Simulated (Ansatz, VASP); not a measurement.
W: VASP beside Ansatz

File POSCAR:

```
W
1.0
    0.0000000000      2.2546641947      1.5940475856
    2.2546641947      0.0000000000      1.5940475856
    2.2546641947      2.2546641947      0.0000000000
W
1
Direct
    0.0000000000      0.0000000000      0.0000000000
```

Contents of INCAR.step1:

```
SYSTEM = W
ALGO = Normal
EDIFF = 1E-4
ENCUT = 520
GGA = PE
ISMEAR = 0
LASPH = .TRUE.
LCHARG = .FALSE.
LREAL = .FALSE.
LWAVE = .TRUE.
NBANDS = 13
NELM = 100
PREC = Accurate
SIGMA = 0.15
```

The input INCAR.step2:

```
SYSTEM = W
ALGO = Normal
EDIFF = 1E-6
ENCUT = 520
ISIF = 2
ISMEAR = 0
ISTART = 1
LASPH = .TRUE.
LCHARG = .FALSE.
LMIXTAU = .TRUE.
LREAL = .FALSE.
LWAVE = .FALSE.
METAGGA = R2SCAN
NBANDS = 13
NELM = 100
PREC = Accurate
SIGMA = 0.15
```

Contents of KPOINTS:

```
k-points
0
G
  28 28 28
  0 0 0
```

Input for Ansatz:

```yaml
crystal:
  lattice:
    - [0.0, 2.2546641947, 1.5940475856]
    - [2.2546641947, 0.0, 1.5940475856]
    - [2.2546641947, 2.2546641947, 0.0]
  atoms:
    - { symbol: W, position: [0.0, 0.0, 0.0] }
basis:
  ecutwfc: 500
kpoints:
  mp_grid: { grid: [28, 28, 28] }
hamiltonian:
  xc: r2scan
scf:
  occupations: { method: gaussian, width: 0.15 }
output:
  forces: true
  stress: true
  eigenvalues: true
```

Alike in both runs: task single point; functional r2SCAN; k mesh 28 × 28 × 28; occupations gaussian, width 0.15 eV; no spin polarisation.

|  | VASP | Ansatz |
| --- | --- | --- |
| version | VASP 6.6.1 | Ansatz 0.2.0 |
| potentials or method | VASP PAW PBE potentials, release 64 (W_sv), cutoff 520 eV | scalar-relativistic, plane waves, PAW |
| valence electrons in the cell | 14 | 14 |

Ansatz gave:

* gap on the k mesh at the Fermi level (eV): none
* pressure (GPa): -5.7

Question: Estimate VASP's values.

Answer: gap on the k mesh at the Fermi level (eV): none; pressure (GPa): -4.5.

VASP's potentials were made for PBE, not for r2SCAN. A gap of «none» marks a metal or a gap that the smearing closes. With one functional, cell and mesh, what is left measures potentials, basis and numerics.

Neither program's run includes spin-orbit coupling.
